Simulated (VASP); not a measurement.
# C (P6/mmm) in VASP: further runs

C is run at these levels: PBE; tasks: single point, relaxation of cell and atoms.

All numbers are computed with VASP 6.6.1; they aren't measurements. Logs are shortened: lines on timing, memory, paths and dates and some standing lists are left out, and cuts for length are marked.

## 1. The cell of the first run

The structure is hexagonal, space group P6/mmm (No. 191). Conventional cell: a = 2.470 Å, b = 2.470 Å, c = 2.410 Å, α = 90.00°, β = 90.00°, γ = 120.00°. C (site symmetry -6m2) has 3 C at 1.43 Å within 1.9 Å.

## 2. Single point, PBE

INCAR

```
PREC     = Accurate       # precision mode
ENCUT    = 520            # plane-wave cutoff, eV
EDIFF    = 1E-7           # SCF threshold, eV
ISMEAR   = 0              # smearing method
SIGMA    = 0.1            # smearing width, eV
LREAL    = False          # projectors in reciprocal space
LASPH    = True           # aspherical terms in the spheres
NELM     = 100            # most SCF steps
ALGO     = Normal         # electronic algorithm
ISIF     = 2              # what is computed and relaxed
LWAVE    = False          # write WAVECAR
LCHARG   = False          # write CHGCAR
GGA      = PE             # functional
NBANDS   = 11             # bands
```

KPOINTS

```
regular mesh
0
Gamma
  6 6 8
```

POSCAR

```
C
1.0
    2.4698122967      0.0000000000      0.0000000000
   -1.2349061483      2.1389201915      0.0000000000
    0.0000000000      0.0000000000      2.4101863103
C
2
Direct
    0.3333333333      0.6666666667      0.5000000000
    0.6666666667      0.3333333333      0.5000000000
```

Potentials or basis: VASP PAW PBE potentials, release 64 (C).

Started as:

```bash
> cat potpaw_PBE.64/C/POTCAR > POTCAR
> mpirun -np 1 vasp_std > vasp.out
```

OUTCAR:

```text
PREC = Accurate
   ENCUT = 520
   EDIFF = 1E-7
   ISMEAR = 0
   LREAL = False
   LASPH = True
   NELM = 100
   ISIF = 2
   GGA = PE

 ion  position               nearest neighbor table
   1  0.333  0.667  0.500-   2 1.43   2 1.43   2 1.43
   2  0.667  0.333  0.500-   1 1.43   1 1.43   1 1.43

  LATTYP: Found a hexagonal cell.
 ALAT       =     2.4698122967
 C/A-ratio  =     0.9758580899

  Lattice vectors:

 A1 = (   2.4698122967,   0.0000000000,   0.0000000000)
 A2 = (  -1.2349061483,   2.1389201915,   0.0000000000)
 A3 = (   0.0000000000,   0.0000000000,   2.4101863103)

Analysis of symmetry for initial positions (statically):
=====================================================================
 Subroutine PRICEL returns:
 Original cell was already a primitive cell.

 Routine SETGRP: Setting up the symmetry group for a
 hexagonal supercell.

 Subroutine GETGRP returns: Found 24 space group operations
 (whereof 24 operations were pure point group operations)
 out of a pool of 24 trial point group operations.

The static configuration has the point symmetry D_6h.

Analysis of symmetry for dynamics (positions and initial velocities):
=====================================================================
 Subroutine PRICEL returns:
 Original cell was already a primitive cell.

 Routine SETGRP: Setting up the symmetry group for a
 hexagonal supercell.

 Subroutine GETGRP returns: Found 24 space group operations
 (whereof 24 operations were pure point group operations)
 out of a pool of 24 trial point group operations.

The dynamic configuration has the point symmetry D_6h.

 Subroutine INISYM returns: Found 24 space group operations
 (whereof 24 operations are pure point group operations),
 and found     1 'primitive' translations

----------------------------------------------------------------------------------------

                                     Primitive cell

  volume of cell :      12.7324

  direct lattice vectors                    reciprocal lattice vectors
     2.469812297  0.000000000  0.000000000     0.404889068  0.233762813  0.000000000
    -1.234906148  2.138920192  0.000000000     0.000000000  0.467525625  0.000000000
     0.000000000  0.000000000  2.410186310     0.000000000  0.000000000  0.414905684

  length of vectors
     2.469812297  2.469812297  2.410186310     0.467525625  0.467525625  0.414905684

  position of ions in fractional coordinates (direct lattice)
     0.333333333  0.666666667  0.500000000
     0.666666667  0.333333333  0.500000000

  ion indices of the primitive-cell ions
   primitive index   ion index
                 1           1
                 2           2

----------------------------------------------------------------------------------------

 KPOINTS: regular mesh

Automatic generation of k-mesh.
 Grid dimensions read from file:
 generate k-points for:    6    6    8

 Generating k-lattice:

  Cartesian coordinates                     Fractional coordinates (reciprocal lattice)
     0.067481511  0.038960469  0.000000000     0.166666667  0.000000000  0.000000000
     0.000000000  0.077920938  0.000000000     0.000000000  0.166666667  0.000000000
     0.000000000  0.000000000  0.051863211     0.000000000  0.000000000  0.125000000

  Length of vectors
     0.077920938  0.077920938  0.051863211

  Shift w.r.t. Gamma in fractional coordinates (k-lattice)
     0.000000000  0.000000000  0.000000000

 Subroutine IBZKPT returns following result:
 ===========================================

 Found     35 irreducible k-points:

 Following reciprocal coordinates:
            Coordinates               Weight
  0.000000  0.000000  0.000000      1.000000
  0.166667 -0.000000  0.000000      6.000000
  0.333333 -0.000000  0.000000      6.000000
  0.500000 -0.000000  0.000000      3.000000
  0.166667  0.166667  0.000000      6.000000
  0.333333  0.166667  0.000000     12.000000
[... 16 lines left out ...]
  0.166667 -0.000000  0.375000     12.000000
  0.333333 -0.000000  0.375000     12.000000
 [... further k-points ...]
   k-points           NKPTS =     35   k-points in BZ     NKDIM =     35   number of bands    NBANDS=     11
   number of dos      NEDOS =    301   number of ions     NIONS =      2
   total plane-waves  NPLWV =   5832
   dimension x,y,z NGX =    18 NGY =   18 NGZ =   18
   dimension x,y,z NGXF=    36 NGYF=   36 NGZF=   36
   ions per type =               2
   NGX,Y,Z   is equivalent  to a cutoff of  12.12, 12.12, 12.42 a.u.
   NGXF,Y,Z  is equivalent  to a cutoff of  24.23, 24.23, 24.83 a.u.
 SYSTEM =  unknown system
   PREC   = accura    normal or accurate (medium, high low for compatibility)
   ISTART =      0    job   : 0-new  1-cont  2-samecut
   ICHARG =      2    charge: 1-file 2-atom 10-const
   ISPIN  =      1    spin polarized calculation?
   LNONCOLLINEAR =      F non collinear calculations
   LSORBIT =      F    spin-orbit coupling
   LASPH  =      T    aspherical Exc in radial PAW
   ENCUT  =  520.0 eV  38.22 Ry    6.18 a.u.   4.59  4.59  4.48*2*pi/ulx,y,z
   NELM   =    100;   NELMIN=  2; NELMDL= -5     # of ELM steps
   EDIFF  = 0.1E-06   stopping-criterion for ELM
   LREAL  =      F    real-space projection
   EDIFFG = 0.1E-05   stopping-criterion for IOM
   NSW    =      0    number of steps for IOM
   IBRION =     -1    ionic relax: 0-MD 1-quasi-New 2-CG
   NFREE  =      0    steps in history (QN), initial steepest desc. (CG)
   ISIF   =      2    stress and relaxation
   ISYM   =      2    0-nonsym 1-usesym 2-fastsym
   POTIM  = 0.5000    time-step for ionic-motion
   TEBEG  =    0.0;   TEEND  =   0.0 temperature during run
   PSTRESS=    0.0 pullay stress
   NELECT =       8.0000    total number of electrons
   NUPDOWN=      -1.0000    fix difference up-down
   EMIN   =  10.00;   EMAX   =-10.00  energy-range for DOS
   EFERMI =   0.00;   METHOD = LEGACY
   ISMEAR =     0;   SIGMA  =   0.10  broadening in eV -4-tet -1-fermi 0-gaus
   EFERMI_NEDOS =   21; number of points for ismear=-14 and -15
   IALGO  =     38    algorithm
   IMIX   =      4    mixing-type and parameters
     AMIX     =   0.40;   BMIX     =  1.00
     AMIX_MAG =   1.60;   BMIX_MAG =  1.00
  volume/ion in A,a.u.               =       6.37        42.96
  Fermi-wavevector in a.u.,A,eV,Ry     =   1.402174  2.649724 26.750288  1.966091
  Thomas-Fermi vector in A             =   2.524962
   LORBIT       =      0    0 simple, 1 ext, 2 COOP (PROOUT), +10 PAW based schemes
   GGA     = PE    functional components
   LHFCALC =     F    Hartree Fock is set to
   AEXX    =    0.0000 exact exchange contribution
   IVDW    =     0    specifies the selected vdW correction
   LEPSILON=     F    determine dielectric tensor
   LRPA    =     F    only Hartree local field effects (RPA)
 non-spin polarized calculation
 Gauss-broadening in eV      SIGMA  =   0.10
  energy-cutoff  :      520.00
  volume of cell :       12.73
 maximum number of plane-waves:       353
   NGX =  9   NGY =  9   NGZ =  9

 number of electron       7.9999997 magnetization

 Free energy of the ion-electron system (eV)
  ---------------------------------------------------
  ext. energy  EPLUGINS =         0.00000000
  ---------------------------------------------------
  free energy    TOTEN  =       -17.44651887 eV

  energy without entropy =      -17.44307294  energy(sigma->0) =      -17.44479591

 E-fermi :   8.4004     XC(G=0): -12.5020

 val. band max:        8.3349115667   @ k =   0.3333   0.1667   0.1250
 cond. band min:       8.5300303159   @ k =   0.5000  -0.0000   0.1250
 fundamental gap:      0.1951187492
 Fermi energy:         8.4003845221

 k-point     1 :       0.0000    0.0000    0.0000
  band No.  band energies     occupation
      1     -12.6136      2.00000
      2       4.8123      2.00000
      3       4.8123      2.00000
      4       5.4674      2.00000
      5      15.8453      0.00000
      6      15.8453      0.00000
      7      18.4045      0.00000
      8      18.7792      0.00000
      9      21.4520      0.00000
     10      28.5458      0.00000
     11      44.2537      0.00000

 k-point     2 :       0.1667   -0.0000    0.0000
  band No.  band energies     occupation
      1     -11.9323      2.00000
      2       2.3191      2.00000
      3       3.6416      2.00000
      4       6.1503      2.00000
      5      15.4514      0.00000
      6      18.4391      0.00000
      7      19.1054      0.00000
      8      19.8921      0.00000
      9      20.3000      0.00000
     10      30.7504      0.00000
     11      40.0858      0.00000

 k-point     3 :       0.3333   -0.0000    0.0000
  band No.  band energies     occupation
      1      -9.9241      2.00000
      2      -2.2471      2.00000
      3       1.9938      2.00000
      4       8.0471      2.00000
      5      14.4293      0.00000
      6      16.4778      0.00000
      7      20.8611      0.00000
      8      23.0877      0.00000
      9      23.9313      0.00000
     10      32.7754      0.00000
     11      36.4673      0.00000

 k-point     4 :       0.5000   -0.0000    0.0000
  band No.  band energies     occupation
      1      -7.2181      2.00000
      2      -5.9606      2.00000
      3       1.3492      2.00000
      4       9.8138      0.00000
      5      13.9903      0.00000
      6      14.0332      0.00000
      7      22.9561      0.00000
      8      23.1052      0.00000
      9      27.7774      0.00000
     10      32.5738      0.00000
     11      35.0918      0.00000
[... 239 lines left out ...]
 k-point    22 :       0.0000    0.0000    0.3750
  band No.  band energies     occupation
      1     -10.6401      2.00000
      2      -1.5486      2.00000
      3       5.3690      2.00000
      4       5.3690      2.00000
      5      16.8090      0.00000
      6      16.8090      0.00000
      7      17.7581      0.00000
      8      22.2004      0.00000
      9      27.9342      0.00000
     10      32.1069      0.00000
     11      33.3986      0.00000

 k-point    23 :       0.1667   -0.0000    0.3750
  band No.  band energies     occupation
      1      -9.9993      2.00000
      2      -0.7780      2.00000
      3       3.1732      2.00000
      4       4.2618      2.00000
      5      15.5990      0.00000
      6      17.0472      0.00000
      7      19.3050      0.00000
      8      23.2712      0.00000
      9      26.3127      0.00000
     10      30.5008      0.00000
     11      32.7028      0.00000

 k-point    24 :       0.3333   -0.0000    0.3750
  band No.  band energies     occupation
      1      -8.1107      2.00000
      2      -1.0041      2.00000
      3       1.4429      2.00000
      4       2.6738      2.00000
      5      11.0223      0.00000
      6      16.6205      0.00000
      7      23.6087      0.00000
      8      24.5821      0.00000
      9      26.6671      0.00000
     10      27.9420      0.00000
     11      33.9229      0.00000

 [... further k-points ...]

------------------------ aborting loop because EDIFF is reached ----------------------------------------

  FORCE on cell =-STRESS in cart. coord.  units (eV):
  Direction    XX          YY          ZZ          XY          YZ          ZX
  --------------------------------------------------------------------------------------
  -------------------------------------------------------------------------------------
  Total       -0.1399848     -0.1399848      6.0180405     -0.0000000      0.0000000      0.0000000
  in kB      -17.6149923    -17.6149923    757.2801001     -0.0000000      0.0000000      0.0000000
  external PRESSURE =     240.6833718 kB  Pullay stress =       0.0000000 kB

 VOLUME and BASIS-vectors are now :
 -----------------------------------------------------------------------------
  energy-cutoff  :      520.00
  volume of cell :       12.73
      direct lattice vectors                 reciprocal lattice vectors
     2.469812297  0.000000000  0.000000000     0.404889068  0.233762813  0.000000000
    -1.234906148  2.138920192  0.000000000     0.000000000  0.467525625  0.000000000
     0.000000000  0.000000000  2.410186310     0.000000000  0.000000000  0.414905684

 POSITION                                       TOTAL-FORCE (eV/Angst)
 -----------------------------------------------------------------------------------
     -0.00000      1.42595      1.20509         0.000000      0.000000      0.000000
      1.23491      0.71297      1.20509        -0.000000      0.000000     -0.000000
 -----------------------------------------------------------------------------------
    total drift:                                0.000000     -0.000000      0.000000

  FREE ENERGIE OF THE ION-ELECTRON SYSTEM (eV)
  ---------------------------------------------------
  free  energy   TOTEN  =       -17.4465188678 eV

  energy  without entropy=      -17.4430729431  energy(sigma->0) =      -17.44479591
```

Run time: 2.3 s. Hardware: 1 thread of Intel Xeon 6975P-C (Granite Rapids), shared host; peak memory 0.11 GiB.

Results:

```
Free energy            : -17.4465 eV
Pressure               : 24.1 GPa
Band gap on the k mesh : zero (bands 4 and 5 overlap by 6.74 eV)
```

Stress tensor (GPa, compression positive):
```
-1.76  0.00  0.00
 0.00 -1.76  0.00
 0.00  0.00 75.73
```

Caveat: the k points lie up to 0.49 Å⁻¹ apart, too coarse for converged energies and pressures of a metal; this functional lacks dispersion, which binds layers or chains, so the pressure and a relaxed spacing across them are unreliable.

## 3. Single point, PBE

This run uses another cell than the first one, of 10.02 Å³/atom.

INCAR

```
  PREC = Accurate
  ENCUT = 520
  EDIFF = 1E-6
  ISMEAR = 0
  SIGMA = 0.1
  LREAL = False
  LASPH = True
  NELM = 80
  ALGO = Normal
  ISIF = 2
  LWAVE = False
  LCHARG = False
  GGA = PE
  NBANDS = 11
```

KPOINTS

```
Automatic mesh
0
Gamma
  6 6 8
```

POSCAR

```
C
1.0
    2.4676411929      0.0000000000      0.0000000000
   -1.2338205964      2.1370399605      0.0000000000
    0.0000000000      0.0000000000      3.7990026552
C
2
Direct
    0.3333333333      0.6666666667      0.5000000000
    0.6666666667      0.3333333333      0.5000000000
```

Potentials or basis: VASP PAW PBE potentials, release 64 (C).

Started as:

```bash
> cat potpaw_PBE.64/C/POTCAR > POTCAR
> mpirun -np 1 vasp_std > vasp.out
```

Run time: 2.9 s. Hardware: 1 thread of Intel Xeon 6975P-C (Granite Rapids), shared host; peak memory 0.12 GiB.

Results (log left out):

| Quantity | Value |
| --- | --- |
| Free energy | -18.4077 eV |
| Pressure | 0.4 GPa |
| Band gap on the k mesh | zero (bands 4 and 5 overlap by 0.61 eV) |

Stress tensor (GPa, compression positive):
```
0.56 0.00 0.00
0.00 0.56 0.00
0.00 0.00 0.16
```

Levels at points of the mesh, in eV from the Fermi level:
| k point | band 1 | band 2 | band 3 | band 4 | band 5 | band 6 | band 7 | band 8 | band 9 |
| --- | --- | --- | --- | --- | --- | --- | --- | --- | --- |
| (0.00, 0.00, 0.00) | -19.55 | -7.07 | -3.04 | -3.04 | 3.52 | 8.29 | 8.29 | 11.48 | 12.38 |
| (0.50, 0.00, 0.00) | -14.30 | -13.25 | -6.41 | -2.01 | 2.16 | 7.28 | 10.75 | 11.05 | 17.74 |
| (0.00, 0.00, 0.50) | -19.44 | -8.07 | -3.03 | -3.03 | 8.05 | 8.32 | 8.32 | 11.34 | 12.53 |
| (0.50, 0.00, 0.50) | -14.23 | -13.18 | -6.40 | -2.67 | 1.24 | 7.43 | 12.88 | 15.18 | 18.03 |

Caveat: the k points lie up to 0.49 Å⁻¹ apart, too coarse for converged energies and pressures of a metal; this functional lacks dispersion, which binds layers or chains, so the pressure and a relaxed spacing across them are unreliable.

(Continued in part 2 of 2.)

The gap in the log of VASP goes by the Fermi energy; the results here count the filled bands.